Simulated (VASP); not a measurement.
Write the native input for VASP 6.6.1 that does the following.

```
Task                   : single point
Functional             : PBEsol
Potentials or basis    : VASP PAW PBE potentials, release 64 (Zn)
Cutoff                 : 520 eV
k mesh                 : 17 × 17 × 17
Occupations            : fermi-dirac, width 0.05 eV
Spin                   : no spin polarisation
Dipole correction      : no
Further INCAR settings : ALGO = Normal; EDIFF = 1e-06; NBANDS = 12
```

The structure of Zn lies in POSCAR:

```
Zn
1.0
    2.2768310251      0.0000000000      0.0000000000
    0.0000000000      2.2768310251      0.0000000000
    0.0000000000      0.0000000000      2.2768310251
Zn
1
Direct
    0.0000000000      0.0000000000      0.0000000000
```

This cell differs from its parent crystal: volume scaled by 0.7.

These files were run (other wordings do the same):

INCAR

```
SYSTEM = Zn
  PREC = Accurate
  ENCUT = 520
  EDIFF = 1E-6
  ISMEAR = -1
  SIGMA = 0.05
  LREAL = .False.
  LASPH = .True.
  NELM = 80
  ALGO = Normal
  ISIF = 2
  LWAVE = .False.
  LCHARG = .True.
  GGA = PS
  LELF = .True.
  LVHAR = .True.
  NBANDS = 12
```

KPOINTS

```
regular mesh
0
Gamma
  17 17 17
  0 0 0
```

Potentials or basis: VASP PAW PBE potentials, release 64 (Zn).

Command:

```console
$ cat potpaw_PBE.64/Zn/POTCAR > POTCAR
$ mpirun -np 1 vasp_std > vasp.out
```

Results of the run:

The pressure is 54.5 GPa. The band gap on the k mesh is zero (band 6 reaches 11.60 eV, above the bottom of band 7 at 2.69 eV).

Caveat: the PAW data sets were made with another functional, which shifts forces and pressure a little.

Run time: 18 s on 1 thread of Intel(R) Xeon(R) Platinum 8259CL CPU @ 2.50GHz (Skylake/Cascade Lake), with other jobs on the host, peak memory 0.13 GiB.
